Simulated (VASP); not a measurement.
A run of VASP 6.6.1:

The input INCAR:

```
SYSTEM = ZrHg
ALGO     = Fast           ! electronic algorithm
EDIFF    = 1E-6           ! SCF threshold, eV
ENCUT    = 520            ! plane-wave cutoff, eV
GGA      = CA             ! functional
ISIF     = 2              ! what is computed and relaxed
ISMEAR   = -1             ! smearing method
LASPH    = .True.         ! aspherical terms in the spheres
LCHARG   = .False.        ! write CHGCAR
LREAL    = .False.        ! projectors in reciprocal space
LWAVE    = .False.        ! write WAVECAR
NBANDS   = 19             ! bands
NELM     = 80             ! most SCF steps
PREC     = Accurate       ! precision mode
SIGMA    = 0.15           ! smearing width, eV
```

File KPOINTS:

```
k-points
0
Gamma
  14 14 10
  0 0 0
```

Contents of POSCAR:

```
ZrHg
1.0
    3.1103483744      0.0000000000      0.0000000000
    0.0000000000      3.1103483744      0.0000000000
    0.0000000000      0.0000000000      4.2105011067
Zr Hg
1 1
Direct
    0.5000000000      0.5000000000      0.5000000000
    0.0000000000      0.0000000000      0.0000000000
```

Potentials or basis: VASP PAW LDA potentials, release 64 (Zr_sv, Hg).

Run with:

```bash
$ cat potpaw_LDA.64/Zr_sv/POTCAR potpaw_LDA.64/Hg/POTCAR > POTCAR
$ mpirun -np 1 vasp_std > vasp.out
```

Hardware: 1 thread of AMD EPYC 7R43 64-Core Processor (Zen 3), on a shared host.

How long does it take, and how much memory?

Run time: 3.1 min on 1 thread of AMD EPYC 7R43 64-Core Processor (Zen 3), on a shared host, peak memory 0.23 GiB. Counts: scf iterations 20, k points 216.
